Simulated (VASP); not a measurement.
# NaH in VASP: relaxation of cell and atoms with PBE

Aim: the relaxation of cell and atoms of NaH with PBE.

Program: VASP 6.6.1. These are calculated values, not measurements. Logs are shortened: lines on timing, memory, paths and dates and some standing lists are left out, and cuts for length are marked.

## 1. The cell of the first run

The typed cell holds 4 atoms: a = 3.971 Å, b = 3.971 Å, c = 4.881 Å, α = 90.01°, β = 90.01°, γ = 59.93°.

## 2. Relaxation of cell and atoms, PBE

INCAR

```
SYSTEM = NaH
PREC = Accurate ; ENCUT = 600
EDIFF = 1E-6 ; ISMEAR = 0
SIGMA = 0.02 ; LREAL = .False.
LASPH = .True. ; NELM = 60
ALGO = Normal ; ISIF = 3
LWAVE = .False. ; LCHARG = .False.
GGA = PE ; IBRION = 2
NSW = 100 ; EDIFFG = -0.01
```

KPOINTS

```
Automatic mesh
0
Gamma
  8 8 6
  0 0 0
```

POSCAR

```
NaH
1.0
    3.4404340792     -1.9834518989      0.0102994574
    3.4404340792      1.9834518989      0.0102994574
   -0.0155994863      0.0000000000      4.8809156969
Na H
2 2
Direct
    0.8700826654      0.8700826654      0.6393717736
    0.5369228461      0.5369228461      0.1390388012
    0.8700586116      0.8700586116      0.1389656700
    0.5368887862      0.5368887862      0.6395254854
```

Potentials or basis: VASP PAW PBE potentials, release 64 (Na_pv, H).

Started as:

```
$ cat potpaw_PBE.64/Na_pv/POTCAR potpaw_PBE.64/H/POTCAR > POTCAR
$ mpirun -np 1 vasp_std > vasp.out
```

OUTCAR:

```text
SYSTEM = NaH
   PREC = Accurate
   ENCUT = 600
   EDIFF = 1E-6
   ISMEAR = 0
   LREAL = .False.
   LASPH = .True.
   NELM = 60
   ISIF = 3
   GGA = PE
   IBRION = 2
   NSW = 100
   EDIFFG = -0.01

 ion  position               nearest neighbor table
   1  0.870  0.870  0.639-
   2  0.537  0.537  0.139-
   3  0.870  0.870  0.139-
   4  0.537  0.537  0.640-

  LATTYP: Found a base centered monoclinic cell.
 ALAT       =     6.8808989913
 B/A-ratio  =     0.5765095234
 C/A-ratio  =     0.7093463559
 COS(beta)  =    -0.0002023638

  Lattice vectors:

 A1 = (   3.4404340792,  -1.9834518989,   0.0102994574)
 A2 = (   3.4404340792,   1.9834518989,   0.0102994574)
 A3 = (  -0.0155994863,   0.0000000000,   4.8809156969)

Analysis of symmetry for initial positions (statically):
=====================================================================
 Subroutine PRICEL returns:
 Original cell was already a primitive cell.

 Routine SETGRP: Setting up the symmetry group for a
 base centered monoclinic supercell.

 Subroutine GETGRP returns: Found  2 space group operations
 (whereof  2 operations were pure point group operations)
 out of a pool of  4 trial point group operations.

The static configuration has the point symmetry C_1h.

Analysis of symmetry for dynamics (positions and initial velocities):
=====================================================================
 Subroutine PRICEL returns:
 Original cell was already a primitive cell.

 Routine SETGRP: Setting up the symmetry group for a
 base centered monoclinic supercell.

 Subroutine GETGRP returns: Found  2 space group operations
 (whereof  2 operations were pure point group operations)
 out of a pool of  4 trial point group operations.

The dynamic configuration has the point symmetry C_1h.

 Subroutine INISYM returns: Found  2 space group operations
 (whereof  2 operations are pure point group operations),
 and found     1 'primitive' translations

----------------------------------------------------------------------------------------

                                     Primitive cell

  volume of cell :      66.6147

  direct lattice vectors                    reciprocal lattice vectors
     3.440434079 -1.983451899  0.010299457     0.145329108 -0.252085770  0.000464474
     3.440434079  1.983451899  0.010299457     0.145329108  0.252085770  0.000464474
[... 102 lines left out ...]
   EMIN   =  10.00;   EMAX   =-10.00  energy-range for DOS
   EFERMI =   0.00;   METHOD = LEGACY
   ISMEAR =     0;   SIGMA  =   0.02  broadening in eV -4-tet -1-fermi 0-gaus
   EFERMI_NEDOS =   21; number of points for ismear=-14 and -15
   IALGO  =     38    algorithm
   IMIX   =      4    mixing-type and parameters
     AMIX     =   0.40;   BMIX     =  1.00
     AMIX_MAG =   1.60;   BMIX_MAG =  1.00
  volume/ion in A,a.u.               =      16.65       112.38
  Fermi-wavevector in a.u.,A,eV,Ry     =   1.017633  1.923048 14.089892  1.035578
  Thomas-Fermi vector in A             =   2.151045
   LORBIT       =      0    0 simple, 1 ext, 2 COOP (PROOUT), +10 PAW based schemes
   GGA     = PE    functional components
   LHFCALC =     F    Hartree Fock is set to
   AEXX    =    0.0000 exact exchange contribution
   IVDW    =     0    specifies the selected vdW correction
   LEPSILON=     F    determine dielectric tensor
   LRPA    =     F    only Hartree local field effects (RPA)
 conjugate gradient relaxation of ions
 non-spin polarized calculation
 Gauss-broadening in eV      SIGMA  =   0.02
  energy-cutoff  :      600.00
  volume of cell :       66.61
 maximum number of plane-waves:      2252
   NGX = 15   NGY = 15   NGZ = 19

 number of electron      15.9999999 magnetization

 Free energy of the ion-electron system (eV)
  ---------------------------------------------------
  ext. energy  EPLUGINS =         0.00000000
  ---------------------------------------------------
  free energy    TOTEN  =       -10.07538207 eV

  energy without entropy =      -10.07538207  energy(sigma->0) =      -10.07538207

 E-fermi :  -1.3567     XC(G=0):  -7.0448

 val. band max:       -1.4953504082   @ k =   0.1250  -0.0000   0.0000
 cond. band min:       1.9530759952   @ k =  -0.3750   0.2500   0.0000
 fundamental gap:      3.4484264034
 Fermi energy:        -1.3566939441

 k-point     1 :       0.0000    0.0000    0.0000
  band No.  band energies     occupation
      1     -23.8069      2.00000
      2     -23.7685      2.00000
      3     -23.7684      2.00000
      4     -23.7426      2.00000
      5     -23.7424      2.00000
      6     -23.7259      2.00000
      7      -4.7686      2.00000
      8      -1.5112      2.00000
      9       3.3451      0.00000
     10       6.4224      0.00000
     11       8.7552      0.00000
     12       8.7718      0.00000
[... 331 lines left out ...]
 k-point    24 :       0.2500   -0.0000    0.1667
  band No.  band energies     occupation
      1     -23.7978      2.00000
      2     -23.7713      2.00000
      3     -23.7692      2.00000
      4     -23.7604      2.00000
      5     -23.7435      2.00000
      6     -23.7334      2.00000
      7      -3.9941      2.00000
      8      -1.7332      2.00000
      9       3.6030      0.00000
     10       4.3278      0.00000
     11       6.7866      0.00000
     12       7.1185      0.00000

 [... further k-points ...]

------------------------ aborting loop because EDIFF is reached ----------------------------------------

  FORCE on cell =-STRESS in cart. coord.  units (eV):
  Direction    XX          YY          ZZ          XY          YZ          ZX
  --------------------------------------------------------------------------------------
  -------------------------------------------------------------------------------------
  Total        0.0067149      0.0147778     -0.0156815      0.0000000      0.0000000      0.0015496
  in kB        0.1615024      0.3554256     -0.3771607      0.0000000      0.0000000      0.0372689
  external PRESSURE =       0.0465891 kB  Pullay stress =       0.0000000 kB

 VOLUME and BASIS-vectors are now :
 -----------------------------------------------------------------------------
  energy-cutoff  :      600.00
  volume of cell :       66.61
      direct lattice vectors                 reciprocal lattice vectors
     3.440434079 -1.983451899  0.010299457     0.145329108 -0.252085770  0.000464474
     3.440434079  1.983451899  0.010299457     0.145329108  0.252085770  0.000464474
    -0.015599486  0.000000000  4.880915697    -0.000613332  0.000000000  0.204877628

 POSITION                                       TOTAL-FORCE (eV/Angst)
 -----------------------------------------------------------------------------------
      5.97695      0.00000      3.13864        -0.000838      0.000000     -0.002295
      3.69233      0.00000      0.68970         0.000363      0.000000      0.002001
      5.98459      0.00000      0.69620        -0.000429      0.000000      0.003225
      3.68428      0.00000      3.13253         0.000905      0.000000     -0.002932
 -----------------------------------------------------------------------------------
    total drift:                                0.000180      0.000000     -0.001079

  FREE ENERGIE OF THE ION-ELECTRON SYSTEM (eV)
  ---------------------------------------------------
  free  energy   TOTEN  =       -10.0753820680 eV

  energy  without entropy=      -10.0753820680  energy(sigma->0) =      -10.07538207

 reached required accuracy - stopping structural energy minimisation
```

Wall time 26 s (1 thread of Intel Xeon 6975P-C (Granite Rapids), shared host); peak memory 0.25 GiB.

What came out:

| Item | Value |
| --- | --- |
| Free energy | -10.0754 eV |
| Pressure after relaxing | 0.0 GPa |
| Largest force after relaxing | 0.003 eV/Å |
| Band gap on the k mesh | 3.45 eV (least direct gap 4.14 eV) |

Forces in eV/Å, atoms in the order of the input:
```
Na  -0.001  0.000 -0.002
Na   0.000  0.000  0.002
H    0.000  0.000  0.003
H    0.001  0.000 -0.003
```

Final structure:
```xyz
4
Lattice="3.4404 -1.9835 0.0103 3.4404 1.9835 0.0103 -0.0156 0.0000 4.8809" Properties=species:S:1:pos:R:3 pbc="T T T"
Na    5.9769    0.0000    3.1386
Na    3.6923    0.0000    0.6897
H     5.9846    0.0000    0.6962
H     3.6843    0.0000    3.1325
```

Levels at points of the mesh, in eV from the valence-band top:
| k point | band 4 | band 5 | band 6 | band 7 | band 8 | band 9 | band 10 | band 11 | band 12 |
| --- | --- | --- | --- | --- | --- | --- | --- | --- | --- |
| (0.00, 0.00, 0.00) | -22.25 | -22.25 | -22.23 | -3.27 | -0.02 | 4.84 | 7.92 | 10.25 | 10.27 |
| (0.50, 0.00, 0.00) | -22.27 | -22.26 | -22.25 | -1.47 | -0.58 | 3.87 | 7.46 | 7.51 | 7.82 |
| (0.50, 0.50, 0.00) | -22.27 | -22.26 | -22.25 | -1.47 | -0.58 | 3.88 | 7.45 | 7.50 | 7.84 |
| (0.00, 0.00, 0.50) | -22.26 | -22.26 | -22.26 | -1.99 | -1.98 | 6.86 | 6.88 | 11.02 | 11.03 |
| (0.50, 0.00, 0.50) | -22.26 | -22.24 | -22.24 | -0.80 | -0.80 | 3.95 | 3.95 | 8.44 | 8.45 |
| (0.50, 0.50, 0.50) | -22.26 | -22.24 | -22.24 | -0.80 | -0.80 | 3.95 | 3.95 | 8.45 | 8.46 |

Caveat: the relaxation stopped at its first step, so nothing moved. A k mesh can miss the band edges.
